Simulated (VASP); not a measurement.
Runs of VASP 6.6.1 on HgPt3. The structure is that of space group Cmmm (No. 65), or close to it. The cells are those of the table. 

| cell | gap on the mesh (eV) | pressure (GPa) |
| --- | --- | --- |
| a = 4.843, b = 4.843, c = 2.856 Å, angles 90.0, 90.0, 107.5°, 4 atoms | none | (a) |
| a = 4.757, b = 4.757, c = 2.805 Å, angles 90.0, 90.0, 107.5°, 4 atoms | none | 11.0 |
| a = 4.927, b = 4.927, c = 2.906 Å, angles 90.0, 90.0, 107.5°, 4 atoms | none | -13.7 |
| a = 5.047, b = 5.047, c = 2.977 Å, angles 90.0, 90.0, 107.5°, 4 atoms | none | -23.4 |
| a = 4.886, b = 4.886, c = 2.881 Å, angles 90.0, 90.0, 107.5°, 4 atoms | none | -9.0 |
| a = 5.086, b = 5.086, c = 2.999 Å, angles 90.0, 90.0, 107.5°, 4 atoms | none | (c) |
| a = 4.801, b = 4.801, c = 2.831 Å, angles 90.0, 90.0, 107.5°, 4 atoms | none | (b) |
| a = 5.008, b = 5.008, c = 2.953 Å, angles 90.0, 90.0, 107.5°, 4 atoms | none | -20.8 |

Alike in all rows: task single point; level LDA; potentials or basis VASP PAW LDA potentials, release 64 (Hg, Pt); no spin polarisation; k mesh 5 × 5 × 8; cutoff (eV) 520; smearing gaussian 0.1 eV.

Fill in the values left out.

(a) -3.4; (b) 3.2; (c) -25.6.

Caveats: spin-orbit coupling is left out, which moves the levels of the heavy elements; the cell stands under tension (at least some runs); the cell stands under pressure (at least some runs).

A k mesh can miss the band edges, and the runs leave out spin-orbit coupling on Hg, Pt.

A gap of «none» marks levels without a gap at the run's occupations.
